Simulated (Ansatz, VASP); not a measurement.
## One calculation of Si2C, two programs

```
Si C
1.0
     4.39975    0.00000    0.00000
    -2.19987    3.81029    0.00000
     0.00000    0.00000    5.16118
Si C
6 3
Direct
  0.16223 0.24672 0.31595
  0.75328 0.91551 0.64928
  0.08449 0.83777 0.98261
  0.75328 0.83777 0.35072
  0.08449 0.24672 0.01739
  0.16223 0.91551 0.68405
  0.61105 0.38895 0.33333
  0.61105 0.22211 0.66667
  0.77789 0.38895 0.00000
```

Alike in both runs: task single point; functional PBE; k mesh 6 × 6 × 4; occupations gaussian, width 0.1 eV; collinear spin.

```csv
,VASP,Ansatz
version,VASP 6.6.1,Ansatz 0.2.0
potentials or method,"VASP PAW PBE potentials, release 64 (Si, C), cutoff 520 eV","scalar-relativistic, plane waves, PAW"
valence electrons in the cell,36,36
```

|  | VASP | Ansatz | Ansatz less VASP |
| --- | --- | --- | --- |
| gap on the k mesh at the Fermi level (eV) | none | none | - |
| rms of the force components (eV/Å) | 15.638 | 15.737 | +0.0983 |
| net moment per atom (μB) | 0.00 | 0.00 | 0.000 |

Atom by atom the forces differ by 0.102 eV/Å (rms over components). A gap of «none» marks a metal or a gap that the smearing closes. Ansatz's warnings: seeded moment not kept.
